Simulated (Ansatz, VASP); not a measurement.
One calculation of AlNi, two programs

File INCAR:

```
SYSTEM = AlNi
PREC     = Accurate       ! precision mode
ENCUT    = 520            ! plane-wave cutoff, eV
EDIFF    = 1E-6           ! SCF threshold, eV
ISMEAR   = 0              ! smearing method
SIGMA    = 0.15           ! smearing width, eV
LREAL    = .FALSE.        ! projectors in reciprocal space
LASPH    = .TRUE.         ! aspherical terms in the spheres
NELM     = 60             ! most SCF steps
ALGO     = Fast           ! electronic algorithm
ISIF     = 2              ! what is computed and relaxed
LWAVE    = .FALSE.        ! write WAVECAR
LCHARG   = .FALSE.        ! write CHGCAR
GGA      = PS             ! functional
NBANDS   = 14             ! bands
```

Contents of KPOINTS:

```
Automatic mesh
0
G
  16 16 16
  0 0 0
```

File POSCAR:

```
AlNi
1.0
    2.0211996418     -2.0211459310      0.0000000000
    2.0211996418      2.0211459310      0.0000000000
    0.0000000000      0.0000000000      2.8688666946
Al Ni
1 1
Direct
   -0.0265885805      0.0000000000     -0.0264912971
    0.5122228531      0.5000000000      0.5121781316
```

Input for Ansatz:

```yaml
crystal:
  lattice:
    - [2.0211996418, -2.021145931, 0.0]
    - [2.0211996418, 2.021145931, 0.0]
    - [0.0, 0.0, 2.8688666946]
  atoms:
    - { symbol: Al, position: [-0.0265885805, 0.0, -0.0264912971] }
    - { symbol: Ni, position: [0.5122228531, 0.5, 0.5121781316] }
basis:
  ecutwfc: 520.0
kpoints:
  mp_grid: { grid: [16, 16, 16] }
hamiltonian:
  xc: pbesol
  pseudopotentials: { kind: paw, azcp: { folder: soft_1 } }
scf:
  occupations: { method: gaussian, width: 0.15 }
output:
  forces: true
  stress: true
  eigenvalues: true
  write_density: true
  write_potential: true
  elf: true
  volumetric_format: npy
```

Change from the starting cell: mode 4 frozen in at -0.076 Å and mode 6 at -0.076 Å (largest displacements).

Alike in both runs: task single point; functional PBEsol; k mesh 16 × 16 × 16; occupations gaussian, width 0.15 eV; no spin polarisation.

```csv
,VASP,Ansatz
version,VASP 6.6.1,Ansatz 0.2.0
potentials or method,"VASP PAW PBE potentials, release 64 (Al, Ni), cutoff 520 eV","scalar-relativistic, plane waves, PAW"
valence electrons in the cell,13,21
```

```tsv
	VASP	Ansatz	Ansatz less VASP
gap on the k mesh at the Fermi level (eV)	none	none	-
pressure (GPa)	2.1	1.7	-0.35
traceless stress, the component that is largest in VASP (GPa)	-1.33	-1.32	+0.014
rms of the force components (eV/Å)	0.590	0.586	-0.0047
```

VASP's potentials were made for PBE, not for PBEsol, and Ansatz warns of the same on its side. Atom by atom the forces differ by 0.005 eV/Å (rms over components). A gap of «none» marks a metal or a gap that the smearing closes. VASP's potentials hold 13 valence electrons a cell and Ansatz's 21, so a difference there can come from the potentials and not from the codes. Ansatz's warnings: near symmetry operations not taken.
